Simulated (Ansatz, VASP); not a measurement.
MoS2: VASP beside Ansatz

INCAR

```
SYSTEM = MoS2
ALGO = Normal ; EDIFF = 1E-6
ENCUT = 500 ; GGA = PE
GGA_COMPAT = .False. ; ISIF = 2
ISMEAR = 0 ; IVDW = 12
LASPH = .True. ; LCHARG = .False.
LREAL = .False. ; LWAVE = .False.
NBANDS = 20 ; NELM = 120
PREC = Accurate ; SIGMA = 0.05
```

Contents of KPOINTS:

```
k-points
0
Gamma
  12 12 6
  0 0 0
```

Contents of POSCAR:

```
MoS2
1.0
    3.2773278381      0.0000000000      0.0000000000
   -1.6386639191      2.8382491643      0.0000000000
    0.0000000000      0.0000000000      6.3819404991
Mo S
1 2
Direct
    0.0000000000      0.0000000000      0.0000000000
    0.3333333333      0.6666666667      0.2357940733
    0.3333333333      0.6666666667      0.7642059267
```

Input for Ansatz:

```yaml
crystal:
  lattice:
    - [3.2773278381, 0.0, 0.0]
    - [-1.6386639191, 2.8382491643, 0.0]
    - [0.0, 0.0, 6.3819404991]
  atoms:
    - { symbol: Mo, position: [0.0, 0.0, 0.0] }
    - { symbol: S, position: [0.3333333333, 0.6666666667, 0.2357940733] }
    - { symbol: S, position: [0.3333333333, 0.6666666667, 0.7642059267] }
basis:
  ecutwfc: 420
kpoints:
  mp_grid: { grid: [12, 12, 6] }
hamiltonian:
  xc: pbe
  dispersion: d3bj
scf:
  occupations: { method: gaussian, width: 0.05 }
output:
  forces: true
  stress: true
  eigenvalues: true
```

Alike in both runs: task single point; functional PBE; dispersion D3(BJ); k mesh 12 × 12 × 6; occupations gaussian, width 0.05 eV; no spin polarisation.

|  | VASP | Ansatz |
| --- | --- | --- |
| version | VASP 6.6.1 | Ansatz 0.2.0 |
| potentials or method | VASP PAW PBE potentials, release 64 (Mo_sv, S), cutoff 500 eV | scalar-relativistic, plane waves, PAW |
| valence electrons in the cell | 26 | 26 |

VASP gave:

| Quantity | Value |
| --- | --- |
| gap on the k mesh at the Fermi level (eV) | 0.28 |
| least direct gap on the mesh (eV) | 1.31 |
| pressure (GPa) | -4.2 |
| traceless stress, the component that is largest in VASP (GPa) | 8.16 |
| rms of the force components (eV/Å) | 0.148 |

**Question.** Which values does Ansatz return?

**Answer.** gap on the k mesh at the Fermi level (eV): 0.26; least direct gap on the mesh (eV): 1.31; pressure (GPa): -4.1; traceless stress, the component that is largest in VASP (GPa): 8.19; rms of the force components (eV/Å): 0.154.

Atom by atom the forces differ by 0.006 eV/Å (rms over components).
